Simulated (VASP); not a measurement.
# Al (P6_3/mmc) in VASP: a series of runs

The runs below take Al through single point, with PBEsol.

All numbers are computed with VASP 6.6.1; they aren't measurements. Logs are shortened: lines on timing, memory, paths and dates and some standing lists are left out, and cuts for length are marked.

**1. The cell of the first run**

It takes space group P6_3/mmc (No. 194, hexagonal). The conventional cell has a = 2.102 Å, b = 2.102 Å, c = 3.409 Å, α = 90.00°, β = 90.00°, γ = 120.00°. Within 2.8 Å of Al (site symmetry -6m2) lie 12 Al at 2.09 to 2.10 Å.

**2. Single point, PBEsol (volume scaled by 0.4)**

The input, INCAR:

```
PREC = Accurate
ENCUT = 520
EDIFF = 1E-7
ISMEAR = -1
SIGMA = 0.05
LREAL = False
LASPH = True
NELM = 100
ALGO = Normal
ISIF = 2
LWAVE = False
LCHARG = True
GGA = PS
LELF = True
LVHAR = True
NBANDS = 10
```

The input, KPOINTS:

```
regular mesh
0
Gamma
  17 17 9
```

The input, POSCAR:

```
Al
1.0
    2.1022846698      0.0000000000      0.0000000000
   -1.0511423349      1.8206319300      0.0000000000
    0.0000000000      0.0000000000      3.4088334639
Al
2
Direct
    0.3333333333      0.6666666667      0.2500000000
    0.6666666667      0.3333333333      0.7500000000
```

Potentials or basis: VASP PAW PBE potentials, release 64 (Al).

Started as:

```sh
cat potpaw_PBE.64/Al/POTCAR > POTCAR
mpirun -np 1 vasp_std > vasp.out
```

OUTCAR:

```text
PREC = Accurate
   ENCUT = 520
   EDIFF = 1E-7
   ISMEAR = -1
   LREAL = False
   LASPH = True
   NELM = 100
   ISIF = 2
   GGA = PS

 ion  position               nearest neighbor table
   1  0.333  0.667  0.250-   2 2.09   2 2.09   2 2.09   2 2.09   2 2.09   2 2.09   2 2.97   2 2.97
                             2 2.97   2 2.97   2 2.97   2 2.97
   2  0.667  0.333  0.750-   1 2.09   1 2.09   1 2.09   1 2.09   1 2.09   1 2.09   1 2.97   1 2.97
                             1 2.97   1 2.97   1 2.97   1 2.97

  LATTYP: Found a hexagonal cell.
 ALAT       =     2.1022846698
 C/A-ratio  =     1.6214899499

  Lattice vectors:

 A1 = (   2.1022846698,   0.0000000000,   0.0000000000)
 A2 = (  -1.0511423349,   1.8206319300,   0.0000000000)
 A3 = (   0.0000000000,   0.0000000000,   3.4088334639)

Analysis of symmetry for initial positions (statically):
=====================================================================
 Subroutine PRICEL returns:
 Original cell was already a primitive cell.

 Routine SETGRP: Setting up the symmetry group for a
 hexagonal supercell.

 Subroutine GETGRP returns: Found 24 space group operations
 (whereof 12 operations were pure point group operations)
 out of a pool of 24 trial point group operations.

The static configuration has the point symmetry D_3d.
 The point group associated with its full space group is D_6h.

Analysis of symmetry for dynamics (positions and initial velocities):
=====================================================================
 Subroutine PRICEL returns:
 Original cell was already a primitive cell.

 Routine SETGRP: Setting up the symmetry group for a
 hexagonal supercell.

 Subroutine GETGRP returns: Found 24 space group operations
 (whereof 12 operations were pure point group operations)
 out of a pool of 24 trial point group operations.

The dynamic configuration has the point symmetry D_3d.
 The point group associated with its full space group is D_6h.

 Subroutine INISYM returns: Found 24 space group operations
 (whereof 12 operations are pure point group operations),
 and found     1 'primitive' translations

----------------------------------------------------------------------------------------

                                     Primitive cell

  volume of cell :      13.0473

  direct lattice vectors                    reciprocal lattice vectors
     2.102284670  0.000000000  0.000000000     0.475672973  0.274629919  0.000000000
    -1.051142335  1.820631930  0.000000000     0.000000000  0.549259839  0.000000000
     0.000000000  0.000000000  3.408833464     0.000000000  0.000000000  0.293355487

  length of vectors
     2.102284670  2.102284670  3.408833464     0.549259839  0.549259839  0.293355487

  position of ions in fractional coordinates (direct lattice)
     0.333333333  0.666666667  0.250000000
     0.666666667  0.333333333  0.750000000

  ion indices of the primitive-cell ions
   primitive index   ion index
                 1           1
                 2           2

----------------------------------------------------------------------------------------

 KPOINTS: regular mesh

Automatic generation of k-mesh.
 Grid dimensions read from file:
 generate k-points for:   17   17    9

 Generating k-lattice:

  Cartesian coordinates                     Fractional coordinates (reciprocal lattice)
     0.027980763  0.016154701  0.000000000     0.058823529  0.000000000  0.000000000
     0.000000000  0.032309402  0.000000000     0.000000000  0.058823529  0.000000000
     0.000000000  0.000000000  0.032595054     0.000000000  0.000000000  0.111111111

  Length of vectors
     0.032309402  0.032309402  0.032595054

  Shift w.r.t. Gamma in fractional coordinates (k-lattice)
     0.000000000  0.000000000  0.000000000

 Subroutine IBZKPT returns following result:
 ===========================================

 Found    165 irreducible k-points:

 Following reciprocal coordinates:
            Coordinates               Weight
  0.000000  0.000000  0.000000      1.000000
  0.058824  0.000000  0.000000      6.000000
  0.117647 -0.000000  0.000000      6.000000
  0.176471  0.000000  0.000000      6.000000
  0.235294 -0.000000  0.000000      6.000000
  0.294118  0.000000  0.000000      6.000000
[... 16 lines left out ...]
  0.411765  0.117647  0.000000     12.000000
  0.176471  0.176471  0.000000      6.000000
 [... further k-points ...]
   k-points           NKPTS =    165   k-points in BZ     NKDIM =    165   number of bands    NBANDS=     10
   number of dos      NEDOS =    301   number of ions     NIONS =      2
   total plane-waves  NPLWV =   7168
   dimension x,y,z NGX =    16 NGY =   16 NGZ =   28
   dimension x,y,z NGXF=    32 NGYF=   32 NGZF=   56
   ions per type =               2
   NGX,Y,Z   is equivalent  to a cutoff of  12.65, 12.65, 13.66 a.u.
   NGXF,Y,Z  is equivalent  to a cutoff of  25.31, 25.31, 27.31 a.u.
 SYSTEM =  unknown system
   PREC   = accura    normal or accurate (medium, high low for compatibility)
   ISTART =      0    job   : 0-new  1-cont  2-samecut
   ICHARG =      2    charge: 1-file 2-atom 10-const
   ISPIN  =      1    spin polarized calculation?
   LNONCOLLINEAR =      F non collinear calculations
   LSORBIT =      F    spin-orbit coupling
   LASPH  =      T    aspherical Exc in radial PAW
   ENCUT  =  520.0 eV  38.22 Ry    6.18 a.u.   3.91  3.91  6.34*2*pi/ulx,y,z
   NELM   =    100;   NELMIN=  2; NELMDL= -5     # of ELM steps
   EDIFF  = 0.1E-06   stopping-criterion for ELM
   LREAL  =      F    real-space projection
   EDIFFG = 0.1E-05   stopping-criterion for IOM
   NSW    =      0    number of steps for IOM
   IBRION =     -1    ionic relax: 0-MD 1-quasi-New 2-CG
   NFREE  =      0    steps in history (QN), initial steepest desc. (CG)
   ISIF   =      2    stress and relaxation
   ISYM   =      2    0-nonsym 1-usesym 2-fastsym
   POTIM  = 0.5000    time-step for ionic-motion
   TEBEG  =    0.0;   TEEND  =   0.0 temperature during run
   PSTRESS=    0.0 pullay stress
   NELECT =       6.0000    total number of electrons
   NUPDOWN=      -1.0000    fix difference up-down
   EMIN   =  10.00;   EMAX   =-10.00  energy-range for DOS
   EFERMI =   0.00;   METHOD = LEGACY
   ISMEAR =    -1;   SIGMA  =   0.05  broadening in eV -4-tet -1-fermi 0-gaus
   EFERMI_NEDOS =   21; number of points for ismear=-14 and -15
   IALGO  =     38    algorithm
   IMIX   =      4    mixing-type and parameters
     AMIX     =   0.40;   BMIX     =  1.00
     AMIX_MAG =   1.60;   BMIX_MAG =  1.00
  volume/ion in A,a.u.               =       6.52        44.02
  Fermi-wavevector in a.u.,A,eV,Ry     =   1.263627  2.387908 21.725132  1.596752
  Thomas-Fermi vector in A             =   2.396974
   LORBIT       =      0    0 simple, 1 ext, 2 COOP (PROOUT), +10 PAW based schemes
   GGA     = PS    functional components
   LHFCALC =     F    Hartree Fock is set to
   AEXX    =    0.0000 exact exchange contribution
   IVDW    =     0    specifies the selected vdW correction
   LEPSILON=     F    determine dielectric tensor
   LRPA    =     F    only Hartree local field effects (RPA)
 non-spin polarized calculation
  energy-cutoff  :      520.00
  volume of cell :       13.05
 maximum number of plane-waves:       360
 NGX is ok and might be reduce to    16
   NGX =  7   NGY =  7   NGZ = 13

 number of electron       6.0000000 magnetization

 Free energy of the ion-electron system (eV)
  ---------------------------------------------------
  ext. energy  EPLUGINS =         0.00000000
  ---------------------------------------------------
  free energy    TOTEN  =         5.24561615 eV

  energy without entropy =        5.25009240  energy(sigma->0) =        5.24785428

 E-fermi :  21.5830     XC(G=0): -14.2391

 val. band max:       21.5810111478   @ k =   0.2353   0.1765   0.2222
 cond. band min:      21.6269130896   @ k =   0.3529   0.0000   0.4444
 fundamental gap:      0.0459019418
 Fermi energy:        21.5829662992

 k-point     1 :       0.0000    0.0000    0.0000
  band No.  band energies     occupation
      1       3.1669      2.00000
      2      13.6099      2.00000
      3      16.0050      2.00000
      4      38.5964      0.00000
      5      38.5964      0.00000
      6      39.9547      0.00000
      7      41.3657      0.00000
      8      41.3657      0.00000
      9      47.1393      0.00000
     10      47.2134      0.00000

 k-point     2 :       0.0588    0.0000    0.0000
  band No.  band energies     occupation
      1       3.3206      2.00000
      2      13.7218      2.00000
      3      16.1395      2.00000
      4      36.1753      0.00000
      5      38.1532      0.00000
      6      39.9644      0.00000
      7      41.5140      0.00000
      8      41.9378      0.00000
      9      45.1382      0.00000
     10      46.2660      0.00000

 k-point     3 :       0.1176   -0.0000    0.0000
  band No.  band energies     occupation
      1       3.7791      2.00000
      2      14.0587      2.00000
      3      16.5332      2.00000
      4      32.8442      0.00000
      5      37.3307      0.00000
      6      37.7144      0.00000
      7      41.7035      0.00000
      8      42.4565      0.00000
      9      43.1213      0.00000
     10      44.5682      0.00000

 k-point     4 :       0.1765    0.0000    0.0000
  band No.  band energies     occupation
      1       4.5341      2.00000
      2      14.6240      2.00000
      3      17.1521      2.00000
      4      29.5382      0.00000
      5      35.3512      0.00000
      6      36.5217      0.00000
      7      38.1295      0.00000
      8      42.9102      0.00000
      9      43.1284      0.00000
     10      44.4439      0.00000

 k-point     5 :       0.2353   -0.0000    0.0000
  band No.  band energies     occupation
      1       5.5727      2.00000
      2      15.4229      2.00000
      3      17.9172      2.00000
      4      26.4578      0.00000
      5      33.1294      0.00000
      6      34.6839      0.00000
      7      35.8226      0.00000
      8      41.4680      0.00000
      9      43.6481      0.00000
     10      45.6855      0.00000

 k-point     6 :       0.2941    0.0000    0.0000
  band No.  band energies     occupation
      1       6.8777      2.00000
      2      16.4611      2.00000
      3      18.5946      2.00000
      4      23.8423      0.00000
      5      31.1015      0.00000
      6      31.4658      0.00000
      7      35.2581      0.00000
      8      40.2917      0.00000
      9      43.8410      0.00000
     10      46.5577      0.00000
[... 183 lines left out ...]
 k-point    21 :       0.2941    0.1176    0.0000
  band No.  band energies     occupation
      1       8.8408      2.00000
      2      18.1027      2.00000
      3      18.6492      2.00000
      4      22.1543      0.00002
      5      27.6750      0.00000
      6      28.9002      0.00000
      7      35.3456      0.00000
      8      35.8437      0.00000
      9      42.9973      0.00000
     10      45.1775      0.00000

 k-point    22 :       0.3529    0.1176    0.0000
  band No.  band energies     occupation
      1      10.5892      2.00000
      2      16.9422      2.00000
      3      19.6285      2.00000
      4      22.2465      0.00000
      5      26.2558      0.00000
      6      26.8782      0.00000
      7      34.8000      0.00000
      8      34.8668      0.00000
      9      42.9283      0.00000
     10      45.1275      0.00000

 k-point    23 :       0.4118    0.1176    0.0000
  band No.  band energies     occupation
      1      12.4596      2.00000
      2      14.8748      2.00000
      3      21.2722      1.99601
      4      22.6375      0.00000
      5      24.0486      0.00000
      6      26.4153      0.00000
      7      34.3248      0.00000
      8      34.5281      0.00000
      9      42.8705      0.00000
     10      45.0223      0.00000

 k-point    24 :       0.1765    0.1765    0.0000
  band No.  band energies     occupation
      1       7.1625      2.00000
      2      16.6982      2.00000
      3      18.8827      2.00000
      4      24.0426      0.00000
      5      28.2666      0.00000
      6      33.6067      0.00000
      7      34.2137      0.00000
      8      38.2017      0.00000
      9      41.8091      0.00000
     10      45.1756      0.00000

 [... further k-points ...]
[... 5 lines left out ...]
  --------------------------------------------------------------------------------------
  -------------------------------------------------------------------------------------
  Total       38.4129817     38.4129817     38.3798621      0.0000000      0.0000000     -0.0000000
  in kB     4717.0354386   4717.0354385   4712.9684111      0.0000000      0.0000000     -0.0000000
  external PRESSURE =    4715.6797627 kB  Pullay stress =       0.0000000 kB

 VOLUME and BASIS-vectors are now :
 -----------------------------------------------------------------------------
  energy-cutoff  :      520.00
  volume of cell :       13.05
      direct lattice vectors                 reciprocal lattice vectors
     2.102284670  0.000000000  0.000000000     0.475672973  0.274629919  0.000000000
    -1.051142335  1.820631930  0.000000000     0.000000000  0.549259839  0.000000000
     0.000000000  0.000000000  3.408833464     0.000000000  0.000000000  0.293355487

 POSITION                                       TOTAL-FORCE (eV/Angst)
 -----------------------------------------------------------------------------------
     -0.00000      1.21375      0.85221        -0.000000      0.000000      0.000000
      1.05114      0.60688      2.55663         0.000000     -0.000000      0.000000
 -----------------------------------------------------------------------------------
    total drift:                               -0.000000      0.000000     -0.000000

  FREE ENERGIE OF THE ION-ELECTRON SYSTEM (eV)
  ---------------------------------------------------
  free  energy   TOTEN  =         5.2456161499 eV

  energy  without entropy=        5.2500924009  energy(sigma->0) =        5.24785428
```

Wall time 16 s (1 thread of AMD EPYC 7R43 (Zen 3), shared host); peak memory 0.08 GiB.

Results:

* Free energy: 5.2456 eV
* Pressure: 471.6 GPa
* Band gap on the k mesh: zero (band 3 reaches 26.74 eV, above the bottom of band 4 at 17.71 eV)

Stress tensor (GPa, compression positive):
```
471.70   0.00   0.00
  0.00 471.70   0.00
  0.00   0.00 471.30
```

Levels at points of the mesh, in eV from the Fermi level:
| k point | band 1 | band 2 | band 3 | band 4 | band 5 | band 6 |
| --- | --- | --- | --- | --- | --- | --- |
| (0.00, 0.00, 0.00) | -18.42 | -7.97 | -5.58 | 17.01 | 17.01 | 18.37 |

Caveat: the PAW data sets were made with another functional, which shifts forces and pressure a little.

(Part 1 of 2 ends here.)
